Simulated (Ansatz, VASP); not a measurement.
## One calculation of HgTe, two programs

File INCAR:

```
SYSTEM = HgTe
PREC = Accurate
ENCUT = 500
EDIFF = 1E-6
ISMEAR = 0
SIGMA = 0.1
LREAL = .False.
LASPH = .True.
NELM = 120
ALGO = Normal
ISIF = 2
LWAVE = .False.
LCHARG = .True.
GGA = PE
LELF = .True.
LVHAR = .True.
NBANDS = 16
GGA_COMPAT = .False.
```

File KPOINTS:

```
regular mesh
0
Gamma
  6 6 6
  0 0 0
```

File POSCAR:

```
HgTe
1.0
    0.0000000000      2.9215000000      2.9215000000
    2.9215000000      0.0000000000      2.9215000000
    2.9215000000      2.9215000000      0.0000000000
Hg Te
1 1
Direct
    0.0000000000      0.0000000000      0.0000000000
    0.5000000000      0.5000000000      0.5000000000
```

Input for Ansatz:

```yaml
crystal:
  lattice:
    - [0.0, 2.9215, 2.9215]
    - [2.9215, 0.0, 2.9215]
    - [2.9215, 2.9215, 0.0]
  atoms:
    - { symbol: Hg, position: [0.0, 0.0, 0.0] }
    - { symbol: Te, position: [0.5, 0.5, 0.5] }
basis:
  ecutwfc: 420
kpoints:
  mp_grid: { grid: [6, 6, 6] }
hamiltonian:
  xc: pbe
scf:
  occupations: { method: gaussian, width: 0.1 }
output:
  forces: true
  stress: true
  eigenvalues: true
```

Alike in both runs: task single point; functional PBE; k mesh 6 × 6 × 6; occupations gaussian, width 0.1 eV; no spin polarisation.

|  | VASP | Ansatz |
| --- | --- | --- |
| version | VASP 6.6.1 | Ansatz 0.2.0 |
| potentials or method | VASP PAW PBE potentials, release 64 (Hg, Te), cutoff 500 eV | scalar-relativistic, plane waves, PAW |
| valence electrons in the cell | 18 | 36 |

```tsv
	VASP	Ansatz	Ansatz less VASP
gap on the k mesh at the Fermi level (eV)	none	none	-
pressure (GPa)	10.7	10.4	-0.25
```

A gap of «none» marks a metal or a gap that the smearing closes. VASP's potentials hold 18 valence electrons a cell and Ansatz's 36, so a difference there can come from the potentials and not from the codes.

Neither program's run includes spin-orbit coupling.
